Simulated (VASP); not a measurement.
# Pb (Fm-3m) in VASP: notebook, part 2 of 2

VASP 6.6.1. The steps go on from the part before.

### 3 Single point, LDA (16.85 Å³/atom)

This run uses another cell than the first one, of 16.85 Å³/atom.

Contents of INCAR:

```
SYSTEM = Pb
ALGO = Normal
EDIFF = 1E-6
ENCUT = 500
GGA = CA
GGA_COMPAT = .False.
ISIF = 2
ISMEAR = -1
LASPH = .True.
LCHARG = .False.
LREAL = .False.
LWAVE = .False.
NBANDS = 13
NELM = 120
PREC = Accurate
SIGMA = 0.05
```

Contents of KPOINTS:

```
k-points
0
Gamma
  15 15 15
  0 0 0
```

Contents of POSCAR:

```
Pb
1.0
    0.0000000000      2.0346714690      2.0346714690
    2.0346714690      0.0000000000      2.0346714690
    2.0346714690      2.0346714690      0.0000000000
Pb
1
Direct
    0.0000000000      0.0000000000      0.0000000000
```

Potentials or basis: VASP PAW LDA potentials, release 64 (Pb_d).

The run is started by

```console
$ cat potpaw_LDA.64/Pb_d/POTCAR > POTCAR
$ mpirun -np 1 vasp_std > vasp.out
```

OUTCAR:

```text
SYSTEM = Pb
   EDIFF = 1E-6
   ENCUT = 500
   GGA = CA
   ISIF = 2
   ISMEAR = -1
   LASPH = .True.
   LREAL = .False.
   NELM = 120
   PREC = Accurate

 ion  position               nearest neighbor table
   1  0.000  0.000  0.000-

  LATTYP: Found a face centered cubic cell.
 ALAT       =     4.0693429380

  Lattice vectors:

 A1 = (   0.0000000000,   2.0346714690,   2.0346714690)
 A2 = (   2.0346714690,   0.0000000000,   2.0346714690)
 A3 = (   2.0346714690,   2.0346714690,   0.0000000000)

Analysis of symmetry for initial positions (statically):
=====================================================================
 Subroutine PRICEL returns:
 Original cell was already a primitive cell.

 Routine SETGRP: Setting up the symmetry group for a
 face centered cubic supercell.

 Subroutine GETGRP returns: Found 48 space group operations
 (whereof 48 operations were pure point group operations)
 out of a pool of 48 trial point group operations.

The static configuration has the point symmetry O_h .

Analysis of symmetry for dynamics (positions and initial velocities):
=====================================================================
 Subroutine PRICEL returns:
 Original cell was already a primitive cell.

 Routine SETGRP: Setting up the symmetry group for a
 face centered cubic supercell.

 Subroutine GETGRP returns: Found 48 space group operations
 (whereof 48 operations were pure point group operations)
 out of a pool of 48 trial point group operations.

The dynamic configuration has the point symmetry O_h .

 Subroutine INISYM returns: Found 48 space group operations
 (whereof 48 operations are pure point group operations),
 and found     1 'primitive' translations

----------------------------------------------------------------------------------------

                                     Primitive cell

  volume of cell :      16.8466

  direct lattice vectors                    reciprocal lattice vectors
[... 108 lines left out ...]
  Thomas-Fermi vector in A             =   2.645415
   LORBIT       =      0    0 simple, 1 ext, 2 COOP (PROOUT), +10 PAW based schemes
   GGA     = CA    functional components
   LHFCALC =     F    Hartree Fock is set to
   AEXX    =    0.0000 exact exchange contribution
   IVDW    =     0    specifies the selected vdW correction
   LEPSILON=     F    determine dielectric tensor
   LRPA    =     F    only Hartree local field effects (RPA)
 non-spin polarized calculation
  energy-cutoff  :      500.00
  volume of cell :       16.85
 maximum number of plane-waves:       444
 NGX is ok and might be reduce to    24
   NGX = 11   NGY = 11   NGZ = 11

 number of electron      14.0000000 magnetization

 Free energy of the ion-electron system (eV)
  ---------------------------------------------------
  ext. energy  EPLUGINS =         0.00000000
  ---------------------------------------------------
  free energy    TOTEN  =        -1.78821914 eV

  energy without entropy =       -1.78504623  energy(sigma->0) =       -1.78663269

 E-fermi :  16.4854     XC(G=0): -13.5920

 val. band max:       16.4704430272   @ k =  -0.4000   0.4667   0.1333
 cond. band min:      16.5271407390   @ k =  -0.2667   0.4667   0.2000
 fundamental gap:      0.0566977117
 Fermi energy:        16.4854155378

 k-point     1 :       0.0000    0.0000    0.0000
  band No.  band energies     occupation
      1      -2.3839      2.00000
      2      -2.3839      2.00000
      3      -2.3839      2.00000
      4      -1.6571      2.00000
      5      -1.6571      2.00000
      6      -1.4649      2.00000
      7      25.1113      0.00000
      8      27.8067      0.00000
      9      27.8067      0.00000
     10      27.8067      0.00000
     11      33.9788      0.00000
     12      34.3470      0.00000
     13      34.3470      0.00000
[... 354 lines left out ...]
  band No.  band energies     occupation
      1      -2.6126      2.00000
      2      -2.0947      2.00000
      3      -2.0700      2.00000
      4      -1.9853      2.00000
      5      -1.5065      2.00000
      6      -0.0113      2.00000
      7      22.8330      0.00000
      8      24.8030      0.00000
      9      25.3747      0.00000
     10      27.1767      0.00000
     11      28.2972      0.00000
     12      33.8507      0.00000
     13      33.9309      0.00000

 [... further k-points ...]
[... 5 lines left out ...]
  --------------------------------------------------------------------------------------
  -------------------------------------------------------------------------------------
  Total       11.5799708     11.5799708     11.5799708     -0.0000000     -0.0000000     -0.0000000
  in kB     1101.2988002   1101.2988002   1101.2988002     -0.0000000     -0.0000000     -0.0000000
  external PRESSURE =    1101.2988002 kB  Pullay stress =       0.0000000 kB

 VOLUME and BASIS-vectors are now :
 -----------------------------------------------------------------------------
  energy-cutoff  :      500.00
  volume of cell :       16.85
      direct lattice vectors                 reciprocal lattice vectors
     0.000000000  2.034671469  2.034671469    -0.245739918  0.245739918  0.245739918
     2.034671469  0.000000000  2.034671469     0.245739918 -0.245739918  0.245739918
     2.034671469  2.034671469  0.000000000     0.245739918  0.245739918 -0.245739918

 POSITION                                       TOTAL-FORCE (eV/Angst)
 -----------------------------------------------------------------------------------
      0.00000      0.00000      0.00000         0.000000      0.000000      0.000000
 -----------------------------------------------------------------------------------
    total drift:                               -0.000000      0.000000      0.000000

  FREE ENERGIE OF THE ION-ELECTRON SYSTEM (eV)
  ---------------------------------------------------
  free  energy   TOTEN  =        -1.7882191429 eV

  energy  without entropy=       -1.7850462305  energy(sigma->0) =       -1.78663269
```

OSZICAR:

```text
N       E                     dE             d eps       ncg     rms          rms(c)
DAV:   1     0.102529422892E+03    0.10253E+03   -0.70701E+03  3253   0.149E+03
DAV:   2     0.205614992360E+01   -0.10047E+03   -0.96620E+02  3320   0.323E+02
DAV:   3    -0.182600462588E+01   -0.38822E+01   -0.38604E+01  3873   0.707E+01
DAV:   4    -0.188927442388E+01   -0.63270E-01   -0.63243E-01  3804   0.835E+00
DAV:   5    -0.189141958291E+01   -0.21452E-02   -0.21451E-02  4212   0.153E+00    0.177E+00
DAV:   6    -0.182137357747E+01    0.70046E-01   -0.34661E-02  4652   0.453E+00    0.885E-01
DAV:   7    -0.179023005855E+01    0.31144E-01   -0.20396E-02  5017   0.306E+00    0.120E-01
DAV:   8    -0.178821538609E+01    0.20147E-02   -0.11540E-03  4043   0.620E-01    0.141E-02
DAV:   9    -0.178821881098E+01   -0.34249E-05   -0.19650E-05  4128   0.578E-02    0.825E-03
DAV:  10    -0.178821914291E+01   -0.33193E-06   -0.68717E-07  2941   0.956E-03
   1 F= -.17882191E+01 E0= -.17866327E+01  d E =-.317291E-02
```

Run time: 6.7 s. Hardware: 1 thread of Intel Xeon 6975P-C (Granite Rapids), shared host; peak memory 0.14 GiB.

What came out:

| Quantity | Value |
| --- | --- |
| Free energy | -1.7882 eV |
| Pressure | 110.1 GPa |
| Band gap on the k mesh | zero (bands 7 and 8 overlap by 11.73 eV) |

Levels at points of the mesh, in eV from the Fermi level:
```
           k point  band 4  band 5  band 6  band 7  band 8  band 9  band 10  band 11
(0.00, 0.00, 0.00)  -18.14  -18.14  -17.95    8.63   11.32   11.32    11.32    17.49
```

Caveat: the cell stands under pressure; spin-orbit coupling is left out, which moves the levels of the heavy elements.

### 4 Single point, LDA (19.75 Å³/atom)

This run uses another cell than the first one, of 19.75 Å³/atom.

Contents of INCAR:

```
SYSTEM = Pb
  PREC = Accurate
  ENCUT = 500
  EDIFF = 1E-6
  ISMEAR = -1
  SIGMA = 0.05
  LREAL = .False.
  LASPH = .True.
  NELM = 120
  ALGO = Normal
  ISIF = 2
  LWAVE = .False.
  LCHARG = .False.
  GGA = CA
  NBANDS = 13
  GGA_COMPAT = .False.
```

Contents of KPOINTS:

```
regular mesh
0
Gamma
  15 15 15
  0 0 0
```

Contents of POSCAR:

```
Pb
1.0
    0.0000000000      2.1454641812      2.1454641812
    2.1454641812      0.0000000000      2.1454641812
    2.1454641812      2.1454641812      0.0000000000
Pb
1
Direct
    0.0000000000      0.0000000000      0.0000000000
```

The run is started by

```console
$ cat potpaw_LDA.64/Pb_d/POTCAR > POTCAR
$ mpirun -np 1 vasp_std > vasp.out
```

It took 6.9 s on 1 thread of Intel Xeon 6975P-C (Granite Rapids), shared host; peak memory 0.15 GiB.

Results (log left out):

* Free energy: -3.2035 eV
* Pressure: 52.7 GPa
* Band gap on the k mesh: zero (bands 7 and 8 overlap by 12.03 eV)

Levels at points of the mesh, in eV from the Fermi level:
| k point | band 3 | band 4 | band 5 | band 6 | band 7 | band 8 | band 9 | band 10 | band 11 | band 12 |
| --- | --- | --- | --- | --- | --- | --- | --- | --- | --- | --- |
| (0.00, 0.00, 0.00) | -18.15 | -17.66 | -17.66 | -15.92 | 9.20 | 10.47 | 10.47 | 10.47 | 16.06 | 16.06 |

Caveat: the cell stands under pressure; spin-orbit coupling is left out, which moves the levels of the heavy elements.

### 5 Single point, LDA (22.66 Å³/atom)

This run uses another cell than the first one, of 22.66 Å³/atom.

Contents of INCAR:

```
PREC = Accurate
ENCUT = 500
EDIFF = 1E-6
ISMEAR = -1
SIGMA = 0.05
LREAL = False
LASPH = True
NELM = 120
ALGO = Normal
ISIF = 2
LWAVE = False
LCHARG = False
GGA = CA
NBANDS = 13
GGA_COMPAT = False
```

Contents of KPOINTS:

```
Automatic mesh
0
Gamma
  15 15 15
```

Contents of POSCAR:

```
Pb
1.0
    0.0000000000      2.2458625071      2.2458625071
    2.2458625071      0.0000000000      2.2458625071
    2.2458625071      2.2458625071      0.0000000000
Pb
1
Direct
    0.0000000000      0.0000000000      0.0000000000
```

The run is started by

```console
$ cat potpaw_LDA.64/Pb_d/POTCAR > POTCAR
$ mpirun -np 1 vasp_std > vasp.out
```

Run time: 7.3 s. Hardware: 1 thread of Intel Xeon 6975P-C (Granite Rapids), shared host; peak memory 0.14 GiB.

It converged, with:

```
Free energy            : -3.8740 eV
Pressure               : 24.2 GPa
Band gap on the k mesh : zero (bands 7 and 8 overlap by 11.95 eV)
```

Levels at points of the mesh, in eV from the Fermi level:
| k point | band 3 | band 4 | band 5 | band 6 | band 7 | band 8 | band 9 | band 10 | band 11 | band 12 |
| --- | --- | --- | --- | --- | --- | --- | --- | --- | --- | --- |
| (0.00, 0.00, 0.00) | -17.70 | -17.36 | -17.36 | -14.42 | 9.49 | 9.49 | 9.49 | 9.50 | 14.72 | 14.72 |

Caveat: the cell stands under pressure; spin-orbit coupling is left out, which moves the levels of the heavy elements.

### 6 Overview

```tsv
cell	gap on the mesh (eV)	pressure (GPa)
a = 2.739 Å, angles 60.0°, 1 atom	none	202.1
a = 2.877 Å, angles 60.0°, 1 atom	none	110.1
a = 3.034 Å, angles 60.0°, 1 atom	none	52.7
a = 3.176 Å, angles 60.0°, 1 atom	none	24.2
```

Alike in all rows: task single point; level LDA; potentials or basis VASP PAW LDA potentials, release 64 (Pb_d); no spin polarisation; k mesh 15 × 15 × 15; cutoff (eV) 500; smearing fermi-dirac 0.05 eV.

Caveats: the cell stands under pressure; spin-orbit coupling is left out, which moves the levels of the heavy elements.

Total energies depend on the potentials used, so only differences within one code and one set of settings carry meaning.
